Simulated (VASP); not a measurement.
Cr, 1 atom in the cell. Symmetry: Im-3m, No. 229, cubic system. Conventional cell: a = 2.788 Å, b = 2.788 Å, c = 2.788 Å, α = 90.00°, β = 90.00°, γ = 90.00°. Within 3.2 Å of Cr (site symmetry m-3m) lie 14 Cr at 2.41 to 2.79 Å. 

```yaml
Program: VASP 6.6.1
Task: single point
Functional: LDA
Potentials_or_basis: VASP PAW LDA potentials, release 64 (Cr_pv)
Cutoff: 500 eV
k_mesh: 16 × 16 × 16
Occupations: methfessel-paxton, width 0.6 eV
Spin: no spin polarisation
Dipole_correction: no
Further_INCAR_settings: ALGO = Normal; EDIFF = 1e-06; NBANDS = 12
```

Potentials or basis: VASP PAW LDA potentials, release 64 (Cr_pv).

Run with:

```bash
$ cat potpaw_LDA.64/Cr_pv/POTCAR > POTCAR
$ mpirun -np 1 vasp_std > vasp.out
```

Hardware: 1 thread of AMD EPYC 7R13, with other jobs on the host.

Problem. Estimate the wall time of this run.

Solution. Run time: 30 s on 1 thread of AMD EPYC 7R13, with other jobs on the host, peak memory 0.09 GiB. Counts: scf iterations 11, k points 145.
